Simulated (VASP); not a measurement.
Write the native input for VASP 6.6.1 that does the following.

| Property | Result |
| --- | --- |
| Task | single point |
| Functional | LDA |
| Potentials or basis | VASP PAW LDA potentials, release 64 (Ba_sv, F) |
| Cutoff | 600 eV |
| k mesh | 8 × 8 × 8 |
| Occupations | fermi-dirac, width 0.01 eV |
| Spin | no spin polarisation |
| Dipole correction | no |
| Further INCAR settings | ALGO = Normal; EDIFF = 1e-06; NBANDS = 19 |

The structure of BaF2 lies in POSCAR:

```
BaF2
1.0
    0.0000000000      3.0896818624      3.0896818624
    3.0896818624      0.0000000000      3.0896818624
    3.0896818624      3.0896818624      0.0000000000
Ba F
1 2
Direct
    0.0000000000      0.0000000000      0.0000000000
    0.2500000000      0.2500000000      0.2500000000
    0.7500000000      0.7500000000      0.7500000000
```

This cell differs from its parent crystal: volume scaled by 0.99.

The input as run:

INCAR

```
PREC = Accurate ; ENCUT = 600
EDIFF = 1E-6 ; ISMEAR = -1
SIGMA = 0.01 ; LREAL = F
LASPH = T ; NELM = 120
ALGO = Normal ; ISIF = 2
LWAVE = F ; LCHARG = F
NBANDS = 19 ; GGA_COMPAT = F
```

KPOINTS

```
regular mesh
0
Gamma
  8 8 8
```

Potentials or basis: VASP PAW LDA potentials, release 64 (Ba_sv, F).

Run with:

```console
$ cat potpaw_LDA.64/Ba_sv/POTCAR potpaw_LDA.64/F/POTCAR > POTCAR
$ mpirun -np 1 vasp_std > vasp.out
```

Results of the run:

The pressure is -2.9 GPa and the band gap on the k mesh is 6.43 eV, indirect (least direct gap 6.52 eV).

Caveat: spin-orbit coupling is left out, which moves the levels of the heavy elements.

Wall time 18 s on 1 thread of Intel(R) Xeon(R) Platinum 8488C (Sapphire Rapids), with other jobs on the host, peak memory 0.18 GiB.
